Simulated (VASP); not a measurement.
# Ir (I4/mmm) in VASP: notebook

Runs on Ir. Level: PBE. Tasks: single point.

All numbers are computed with VASP 6.6.1; they aren't measurements. Logs are shortened: lines on timing, memory, paths and dates and some standing lists are left out, and cuts for length are marked.

**1. The cell of the first run**

The structure is tetragonal, space group I4/mmm (No. 139). Conventional cell: a = 2.579 Å, b = 2.579 Å, c = 4.031 Å, α = 90.00°, β = 90.00°, γ = 90.00°. Within 3.4 Å of Ir (site symmetry 4/mmm) lie 12 Ir at 2.58 to 2.72 Å.

**2. Single point, PBE (strain -0.050 along x and y, +0.050 along z)**

Input file INCAR:

```
PREC = Accurate ; ENCUT = 520
EDIFF = 1E-6 ; ISMEAR = 0
SIGMA = 0.15 ; LREAL = False
LASPH = True ; NELM = 100
ALGO = Fast ; ISIF = 2
LWAVE = False ; LCHARG = True
GGA = PE ; LELF = True
LVHAR = True ; NBANDS = 10
```

Input file KPOINTS:

```
Automatic mesh
0
Gamma
  22 22 22
```

Input file POSCAR:

```
Ir
1.0
    0.0000000000      1.8237150000      2.0156850000
    1.8237150000      0.0000000000      2.0156850000
    1.8237150000      1.8237150000      0.0000000000
Ir
1
Direct
    0.0000000000      0.0000000000      0.0000000000
```

Potentials or basis: VASP PAW PBE potentials, release 64 (Ir).

Run with:

```console
> cat potpaw_PBE.64/Ir/POTCAR > POTCAR
> mpirun -np 1 vasp_std > vasp.out
```

OUTCAR:

```text
PREC = Accurate
   ENCUT = 520
   EDIFF = 1E-6
   ISMEAR = 0
   LREAL = False
   LASPH = True
   NELM = 100
   ISIF = 2
   GGA = PE

 ion  position               nearest neighbor table
   1  0.000  0.000  0.000-

  LATTYP: Found a body centered tetragonal cell.
 ALAT       =     2.5791224869
 C/A-ratio  =     1.5630781479

  Lattice vectors:

 A1 = (  -1.8237150000,   0.0000000000,   2.0156850000)
 A2 = (   1.8237150000,   0.0000000000,   2.0156850000)
 A3 = (   0.0000000000,   1.8237150000,  -2.0156850000)

Analysis of symmetry for initial positions (statically):
=====================================================================
 Subroutine PRICEL returns:
 Original cell was already a primitive cell.

 Routine SETGRP: Setting up the symmetry group for a
 body centered tetragonal supercell.

 Subroutine GETGRP returns: Found 16 space group operations
 (whereof 16 operations were pure point group operations)
 out of a pool of 16 trial point group operations.

The static configuration has the point symmetry D_4h.

Analysis of symmetry for dynamics (positions and initial velocities):
=====================================================================
 Subroutine PRICEL returns:
 Original cell was already a primitive cell.

 Routine SETGRP: Setting up the symmetry group for a
 body centered tetragonal supercell.

 Subroutine GETGRP returns: Found 16 space group operations
 (whereof 16 operations were pure point group operations)
 out of a pool of 16 trial point group operations.

The dynamic configuration has the point symmetry D_4h.

 Subroutine INISYM returns: Found 16 space group operations
 (whereof 16 operations are pure point group operations),
 and found     1 'primitive' translations

----------------------------------------------------------------------------------------

                                     Primitive cell

  volume of cell :      13.4081

  direct lattice vectors                    reciprocal lattice vectors
     0.000000000  1.823715000  2.015685000    -0.274165645  0.274165645  0.248054632
     1.823715000  0.000000000  2.015685000     0.274165645 -0.274165645  0.248054632
     1.823715000  1.823715000  0.000000000     0.274165645  0.274165645 -0.248054632

  length of vectors
     2.718257240  2.718257240  2.579122487     0.460287630  0.460287630  0.460287630

  position of ions in fractional coordinates (direct lattice)
     0.000000000  0.000000000  0.000000000

  ion indices of the primitive-cell ions
   primitive index   ion index
                 1           1

----------------------------------------------------------------------------------------

 KPOINTS: Automatic mesh

Automatic generation of k-mesh.
 Grid dimensions read from file:
 generate k-points for:   22   22   22

 Generating k-lattice:

  Cartesian coordinates                     Fractional coordinates (reciprocal lattice)
    -0.012462075  0.012462075  0.011275211     0.045454545 -0.000000000  0.000000000
     0.012462075 -0.012462075  0.011275211    -0.000000000  0.045454545  0.000000000
     0.012462075  0.012462075 -0.011275211     0.000000000  0.000000000  0.045454545

  Length of vectors
     0.020922165  0.020922165  0.020922165

  Shift w.r.t. Gamma in fractional coordinates (k-lattice)
     0.000000000  0.000000000  0.000000000

 Subroutine IBZKPT returns following result:
 ===========================================

 Found    834 irreducible k-points:

 Following reciprocal coordinates:
            Coordinates               Weight
  0.000000  0.000000  0.000000      1.000000
  0.045455  0.000000  0.000000      8.000000
  0.090909  0.000000  0.000000      8.000000
  0.136364 -0.000000  0.000000      8.000000
  0.181818  0.000000  0.000000      8.000000
  0.227273  0.000000  0.000000      8.000000
[... 16 lines left out ...]
  0.500000  0.045455  0.000000      8.000000
 -0.454545  0.045455  0.000000      8.000000
 [... further k-points ...]
   k-points           NKPTS =    834   k-points in BZ     NKDIM =    834   number of bands    NBANDS=     10
   number of dos      NEDOS =    301   number of ions     NIONS =      1
   total plane-waves  NPLWV =   8000
   dimension x,y,z NGX =    20 NGY =   20 NGZ =   20
   dimension x,y,z NGXF=    40 NGYF=   40 NGZF=   40
   ions per type =               1
   NGX,Y,Z   is equivalent  to a cutoff of  12.23, 12.23, 12.89 a.u.
   NGXF,Y,Z  is equivalent  to a cutoff of  24.46, 24.46, 25.78 a.u.
 SYSTEM =  unknown system
   PREC   = accura    normal or accurate (medium, high low for compatibility)
   ISTART =      0    job   : 0-new  1-cont  2-samecut
   ICHARG =      2    charge: 1-file 2-atom 10-const
   ISPIN  =      1    spin polarized calculation?
   LNONCOLLINEAR =      F non collinear calculations
   LSORBIT =      F    spin-orbit coupling
   LASPH  =      T    aspherical Exc in radial PAW
   ENCUT  =  520.0 eV  38.22 Ry    6.18 a.u.   5.05  5.05  4.80*2*pi/ulx,y,z
   NELM   =    100;   NELMIN=  2; NELMDL= -5     # of ELM steps
   EDIFF  = 0.1E-05   stopping-criterion for ELM
   LREAL  =      F    real-space projection
   EDIFFG = 0.1E-04   stopping-criterion for IOM
   NSW    =      0    number of steps for IOM
   IBRION =     -1    ionic relax: 0-MD 1-quasi-New 2-CG
   NFREE  =      0    steps in history (QN), initial steepest desc. (CG)
   ISIF   =      2    stress and relaxation
   ISYM   =      2    0-nonsym 1-usesym 2-fastsym
   POTIM  = 0.5000    time-step for ionic-motion
   TEBEG  =    0.0;   TEEND  =   0.0 temperature during run
   PSTRESS=    0.0 pullay stress
   NELECT =       9.0000    total number of electrons
   NUPDOWN=      -1.0000    fix difference up-down
   EMIN   =  10.00;   EMAX   =-10.00  energy-range for DOS
   EFERMI =   0.00;   METHOD = LEGACY
   ISMEAR =     0;   SIGMA  =   0.15  broadening in eV -4-tet -1-fermi 0-gaus
   EFERMI_NEDOS =   21; number of points for ismear=-14 and -15
   IALGO  =     68    algorithm
   IMIX   =      4    mixing-type and parameters
     AMIX     =   0.40;   BMIX     =  1.00
     AMIX_MAG =   1.60;   BMIX_MAG =  1.00
  volume/ion in A,a.u.               =      13.41        90.48
  Fermi-wavevector in a.u.,A,eV,Ry     =   1.433398  2.708729 27.954937  2.054630
  Thomas-Fermi vector in A             =   2.552921
   LORBIT       =      0    0 simple, 1 ext, 2 COOP (PROOUT), +10 PAW based schemes
   GGA     = PE    functional components
   LHFCALC =     F    Hartree Fock is set to
   AEXX    =    0.0000 exact exchange contribution
   IVDW    =     0    specifies the selected vdW correction
   LEPSILON=     F    determine dielectric tensor
   LRPA    =     F    only Hartree local field effects (RPA)
 non-spin polarized calculation
 RMM-DIIS sequential band-by-band and
 Gauss-broadening in eV      SIGMA  =   0.15
  energy-cutoff  :      520.00
  volume of cell :       13.41
 maximum number of plane-waves:       380
   NGX = 11   NGY = 11   NGZ =  9

 number of electron       9.0000000 magnetization

 Free energy of the ion-electron system (eV)
  ---------------------------------------------------
  ext. energy  EPLUGINS =         0.00000000
  ---------------------------------------------------
  free energy    TOTEN  =        -8.61701328 eV

  energy without entropy =       -8.60674527  energy(sigma->0) =       -8.61187928

 E-fermi :  11.3263     XC(G=0): -14.3053

 val. band max:       11.3228116600   @ k =   0.2273   0.1364   0.0000
 cond. band min:      11.3272304999   @ k =  -0.1818   0.0455   0.1364
 fundamental gap:      0.0044188399
 Fermi energy:        11.3262914353

 k-point     1 :       0.0000    0.0000    0.0000
  band No.  band energies     occupation
      1      -0.3385      2.00000
      2       6.2264      2.00000
      3       7.7253      2.00000
      4       7.7253      2.00000
      5       9.0163      2.00000
      6      11.0110      1.99705
      7      25.7498      0.00000
      8      29.3964      0.00000
      9      32.6502      0.00000
     10      32.6502      0.00000

 k-point     2 :       0.0455    0.0000    0.0000
  band No.  band energies     occupation
      1      -0.2401      2.00000
      2       6.2543      2.00000
      3       7.6808      2.00000
      4       7.7682      2.00000
      5       9.0072      2.00000
      6      10.9630      1.99939
      7      25.9235      0.00000
      8      29.4360      0.00000
      9      32.1612      0.00000
     10      32.8242      0.00000

 k-point     3 :       0.0909    0.0000    0.0000
  band No.  band energies     occupation
      1       0.0478      2.00000
      2       6.3218      2.00000
      3       7.5601      2.00000
      4       7.8899      2.00000
      5       9.0049      2.00000
      6      10.8325      2.00000
      7      26.4115      0.00000
      8      29.3102      0.00000
      9      31.5271      0.00000
     10      33.3333      0.00000

 k-point     4 :       0.1364   -0.0000    0.0000
  band No.  band energies     occupation
      1       0.5019      2.00000
      2       6.3888      2.00000
      3       7.3963      2.00000
      4       8.0662      2.00000
      5       9.0755      2.00000
      6      10.6611      2.00000
      7      27.0914      0.00000
      8      28.5705      0.00000
      9      31.7219      0.00000
     10      34.1396      0.00000
[... 222 lines left out ...]
 k-point    22 :       0.4545    0.0455    0.0000
  band No.  band energies     occupation
      1       2.7852      2.00000
      2       6.3030      2.00000
      3       7.9277      2.00000
      4       9.6274      2.00000
      5      11.9864      0.00000
      6      12.5221      0.00000
      7      20.0875      0.00000
      8      25.2672      0.00000
      9      31.8381      0.00000
     10      32.6516      0.00000

 k-point    23 :       0.5000    0.0455    0.0000
  band No.  band energies     occupation
      1       2.7744      2.00000
      2       6.2829      2.00000
      3       7.8527      2.00000
      4      10.1239      2.00000
      5      12.0402      0.00000
      6      12.9859      0.00000
      7      19.3412      0.00000
      8      25.0394      0.00000
      9      31.1315      0.00000
     10      32.4915      0.00000

 k-point    24 :      -0.4545    0.0455    0.0000
  band No.  band energies     occupation
      1       2.7791      2.00000
      2       6.3162      2.00000
      3       7.8421      2.00000
      4       9.9824      2.00000
      5      11.9217      0.00000
      6      13.1404      0.00000
      7      19.4357      0.00000
      8      25.0850      0.00000
      9      30.9483      0.00000
     10      32.7611      0.00000

 [... further k-points ...]

------------------------ aborting loop because EDIFF is reached ----------------------------------------

  FORCE on cell =-STRESS in cart. coord.  units (eV):
  Direction    XX          YY          ZZ          XY          YZ          ZX
  --------------------------------------------------------------------------------------
  -------------------------------------------------------------------------------------
  Total        4.3346146      4.3346146      0.5761492      0.0000000      0.0000000      0.0000000
  in kB      517.9579128    517.9579128     68.8460387      0.0000000      0.0000000      0.0000000
  external PRESSURE =     368.2539548 kB  Pullay stress =       0.0000000 kB

 VOLUME and BASIS-vectors are now :
 -----------------------------------------------------------------------------
  energy-cutoff  :      520.00
  volume of cell :       13.41
      direct lattice vectors                 reciprocal lattice vectors
     0.000000000  1.823715000  2.015685000    -0.274165645  0.274165645  0.248054632
     1.823715000  0.000000000  2.015685000     0.274165645 -0.274165645  0.248054632
     1.823715000  1.823715000  0.000000000     0.274165645  0.274165645 -0.248054632

 POSITION                                       TOTAL-FORCE (eV/Angst)
 -----------------------------------------------------------------------------------
      0.00000      0.00000      0.00000         0.000000     -0.000000     -0.000000
 -----------------------------------------------------------------------------------
    total drift:                                0.000000     -0.000000     -0.000000

  FREE ENERGIE OF THE ION-ELECTRON SYSTEM (eV)
  ---------------------------------------------------
  free  energy   TOTEN  =        -8.6170132788 eV

  energy  without entropy=       -8.6067452728  energy(sigma->0) =       -8.61187928
```

Run time: 2.7 min. Hardware: 1 thread of Intel Xeon 8259CL, shared host; peak memory 0.23 GiB.

Results:

| Item | Value |
| --- | --- |
| Free energy | -8.6170 eV |
| Pressure | 36.8 GPa |
| Band gap on the k mesh | zero (an odd number of electrons rules out a gap without spin polarisation) |

Stress tensor (GPa, compression positive):
```
51.80  0.00  0.00
 0.00 51.80  0.00
 0.00  0.00  6.88
```

Caveat: the cell differs from its parent crystal (strain -0.050 along x and y, +0.050 along z); the cell stands under pressure; spin-orbit coupling is left out, which moves the levels of the heavy elements.

**3. Single point, PBE (strain +0.000 along x and y, -0.050 along z)**

Input file INCAR:

```
PREC     = Accurate       # precision mode
ENCUT    = 520            # plane-wave cutoff, eV
EDIFF    = 1E-6           # SCF threshold, eV
ISMEAR   = 0              # smearing method
SIGMA    = 0.15           # smearing width, eV
LREAL    = False          # projectors in reciprocal space
LASPH    = True           # aspherical terms in the spheres
NELM     = 60             # most SCF steps
ALGO     = Normal         # electronic algorithm
ISIF     = 2              # what is computed and relaxed
LWAVE    = False          # write WAVECAR
LCHARG   = False          # write CHGCAR
GGA      = PE             # functional
NBANDS   = 10             # bands
```

Input file KPOINTS:

```
regular mesh
0
Gamma
  22 22 22
```

Input file POSCAR:

```
Ir
1.0
    0.0000000000      1.9197000000      1.8237150000
    1.9197000000      0.0000000000      1.8237150000
    1.9197000000      1.9197000000      0.0000000000
Ir
1
Direct
    0.0000000000      0.0000000000      0.0000000000
```

Potentials or basis: VASP PAW PBE potentials, release 64 (Ir).

Run with:

```console
> cat potpaw_PBE.64/Ir/POTCAR > POTCAR
> mpirun -np 1 vasp_std > vasp.out
```

Run time: 99 s. Hardware: 1 thread of Intel Xeon 8259CL, shared host; peak memory 0.23 GiB.

The run converged. Its results:

```yaml
Free_energy: -8.7184 eV
Pressure: 33.6 GPa
Band_gap_on_the_k_mesh: zero (an odd number of electrons rules out a gap without spin polarisation)
```

Stress tensor (GPa, compression positive):
```
26.49  0.00  0.00
 0.00 26.49  0.00
 0.00  0.00 47.75
```

Levels at points of the mesh, in eV from the Fermi level:
| k point | band 1 | band 2 | band 3 | band 4 | band 5 | band 6 | band 7 | band 8 | band 9 |
| --- | --- | --- | --- | --- | --- | --- | --- | --- | --- |
| (0.00, 0.00, 0.00) | -11.65 | -4.38 | -4.38 | -3.69 | -1.73 | -0.81 | 14.29 | 19.55 | 19.55 |
| (0.50, 0.00, 0.00) | -8.62 | -4.67 | -3.89 | -0.85 | 0.80 | 1.24 | 7.87 | 13.75 | 19.86 |
| (0.50, 0.50, 0.00) | -8.46 | -7.94 | 0.96 | 1.70 | 1.70 | 2.52 | 11.36 | 11.36 | 12.26 |
| (0.50, 0.00, 0.50) | -8.51 | -7.84 | 0.97 | 1.29 | 1.36 | 1.97 | 10.81 | 11.98 | 12.69 |

Caveat: the cell differs from its parent crystal (strain +0.000 along x and y, -0.050 along z); the cell stands under pressure; spin-orbit coupling is left out, which moves the levels of the heavy elements.
